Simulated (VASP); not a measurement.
Write the native input for VASP 6.6.1 that does the following.

```
Task                   : single point
Functional             : PBE
Potentials or basis    : VASP PAW PBE potentials, release 64 (Cd)
Cutoff                 : 520 eV
k mesh                 : 20 × 20 × 20
Occupations            : gaussian, width 0.1 eV
Spin                   : no spin polarisation
Dipole correction      : no
Further INCAR settings : ALGO = Fast; EDIFF = 1e-06; NBANDS = 12
```

The structure of Cd lies in POSCAR:

```
Cd
1.0
    2.6814576641     -1.5466795563     -0.0644069614
    2.6814576641      1.5466795563     -0.0644069614
   -1.7264968224      0.0000000000      2.5655690703
Cd
1
Direct
    0.0000000000      0.0000000000      0.5000000000
```

This isn't the form of Cd at room conditions, which is hcp.

These files were run (other wordings do the same):

INCAR

```
PREC     = Accurate       # precision mode
ENCUT    = 520            # plane-wave cutoff, eV
EDIFF    = 1E-6           # SCF threshold, eV
ISMEAR   = 0              # smearing method
SIGMA    = 0.1            # smearing width, eV
LREAL    = False          # projectors in reciprocal space
LASPH    = True           # aspherical terms in the spheres
NELM     = 100            # most SCF steps
ALGO     = Fast           # electronic algorithm
ISIF     = 2              # what is computed and relaxed
LWAVE    = False          # write WAVECAR
LCHARG   = True           # write CHGCAR
GGA      = PE             # functional
LELF     = True           # ELF
LVHAR    = True         
NBANDS   = 12             # bands
```

KPOINTS

```
Automatic mesh
0
Gamma
  20 20 20
```

Potentials or basis: VASP PAW PBE potentials, release 64 (Cd).

The run is started by

```bash
$ cat potpaw_PBE.64/Cd/POTCAR > POTCAR
$ mpirun -np 1 vasp_std > vasp.out
```

It gave:

```json
{
  "Pressure": "5.1 GPa",
  "Band gap on the k mesh": "zero (bands 6 and 7 overlap by 3.37 eV)"
}
```

Caveat: the cell stands under pressure.

Run time: 120 s on 1 thread of Intel(R) Xeon(R) 6975P-C (Granite Rapids), on a shared host, peak memory 0.58 GiB.
